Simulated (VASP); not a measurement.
# HfB: single point with PBE

The system is HfB.

```
Hf B
1.0
     3.01619    0.00000    0.00000
     0.00000    3.01619    0.00000
     0.00000    0.00000    3.01619
Hf B
1 1
Direct
  0.00000 0.00000 0.00000
  0.50000 0.50000 0.50000
```

* Program: VASP 6.6.1
* Task: single point
* Functional: PBE
* Potentials or basis: VASP PAW PBE potentials, release 64 (Hf_pv, B)
* Cutoff: 520 eV
* k mesh: 7 × 7 × 7
* Occupations: fermi-dirac, width 0.1 eV
* Spin: no spin polarisation

The pressure is -2.8 GPa.

Levels at points of the mesh, in eV from the Fermi level:
```tsv
k point	band 3	band 4	band 5	band 6	band 7	band 8	band 9	band 10
(0.00, 0.00, 0.00)	-30.24	-10.70	-1.84	-1.84	2.32	2.32	2.32	5.26
```

It took 4 s on 1 thread of Intel(R) Xeon(R) Platinum 8488C (Sapphire Rapids) (shared host), peak memory 0.13 GiB.

Caveat: spin-orbit coupling is left out, which moves the levels of the heavy elements.
